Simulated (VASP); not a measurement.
## NaI: single point with PBEsol

NaI:

```
CELL_PARAMETERS angstrom
0.00000 2.90489 2.90489
2.90489 0.00000 2.90489
2.90489 2.90489 0.00000
ATOMIC_POSITIONS crystal
Na 0.00000 0.00000 0.00000
I 0.50000 0.50000 0.50000
```

```json
{
 "Program": "VASP 6.6.1",
 "Task": "single point",
 "Functional": "PBEsol",
 "Potentials or basis": "VASP PAW PBE potentials, release 64 (Na_pv, I)",
 "Cutoff": "520 eV",
 "k mesh": "8 × 8 × 8",
 "Occupations": "gaussian, width 0.01 eV",
 "Spin": "no spin polarisation",
 "Dipole correction": "no",
 "Further INCAR settings": "ALGO = Normal; EDIFF = 1e-06; NBANDS = 14"
}
```

```json
{"Pressure": "10.1 GPa", "Band gap on the k mesh": "4.56 eV, indirect (least direct gap 4.64 eV)"}
```

Levels at points of the mesh, in eV from the valence-band top:
```tsv
k point	band 4	band 5	band 6	band 7	band 8	band 9	band 10	band 11
(0.00, 0.00, 0.00)	-12.23	0.00	0.00	0.00	4.64	7.67	7.67	7.67
(0.50, 0.00, 0.00)	-11.43	-3.68	-0.57	-0.57	4.93	7.53	7.53	10.47
(0.50, 0.50, 0.00)	-11.27	-3.28	-1.33	-1.33	4.56	4.57	11.99	12.63
```

Run time: 17 s on 1 thread of Intel(R) Xeon(R) Platinum 8259CL CPU @ 2.50GHz (Skylake/Cascade Lake), with other jobs on the host, peak memory 0.18 GiB.

Caveat: the PAW data sets were made with another functional, which shifts forces and pressure a little; spin-orbit coupling is left out, which moves the levels of the heavy elements. A k mesh can miss the band edges.
